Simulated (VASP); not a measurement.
Wanted: the native input for a VASP 6.6.1 run.

```
Task                   : single point
Functional             : PBE
Potentials or basis    : VASP PAW PBE potentials, release 64 (Sn_d, Sb, Te)
Cutoff                 : 520 eV
k mesh                 : 3 × 3 × 4
Occupations            : gaussian, width 0.1 eV
Spin                   : no spin polarisation
Dipole correction      : no
Further INCAR settings : ALGO = Normal; EDIFF = 1e-06; NBANDS = 30
```

The structure of Sn2Sb2Te lies in POSCAR:

```
Sn2Sb2Te
1.0
    5.8205785100      0.0000000000      0.0000000000
   -2.9102892500      5.0407688500      0.0000000000
    0.0000000000      0.0000000000      5.2633189500
Sn Sb Te
2 2 1
Direct
    0.3333333300      0.6666666700      0.5000000000
    0.6666666700      0.3333333300      0.5000000000
    0.3333333300      0.6666666700      0.0000000000
    0.6666666700      0.3333333300      0.0000000000
    0.0000000000      0.0000000000      0.5000000000
```

The cell was generated, and may not be a known phase.

One way to write it, as run:

INCAR

```
PREC = Accurate
ENCUT = 520
EDIFF = 1E-6
ISMEAR = 0
SIGMA = 0.1
LREAL = False
LASPH = True
NELM = 80
ALGO = Normal
ISIF = 2
LWAVE = False
LCHARG = True
GGA = PE
LELF = True
LVHAR = True
NBANDS = 30
```

KPOINTS

```
Automatic mesh
0
Gamma
  3 3 4
```

Potentials or basis: VASP PAW PBE potentials, release 64 (Sn_d, Sb, Te).

Launch:

```bash
$ cat potpaw_PBE.64/Sn_d/POTCAR potpaw_PBE.64/Sb/POTCAR potpaw_PBE.64/Te/POTCAR > POTCAR
$ mpirun -np 1 vasp_std > vasp.out
```

It gave:

```json
{
 "Pressure": "7.1 GPa",
 "Band gap on the k mesh": "zero (bands 22 and 23 overlap by 1.41 eV)"
}
```

Caveat: the k points lie up to 0.42 Å⁻¹ apart, too coarse for converged energies and pressures of a metal; spin-orbit coupling is left out, which moves the levels of the heavy elements.

Run time: 39 s on 1 thread of Intel(R) Xeon(R) 6975P-C (Granite Rapids) (shared host), peak memory 0.3 GiB.
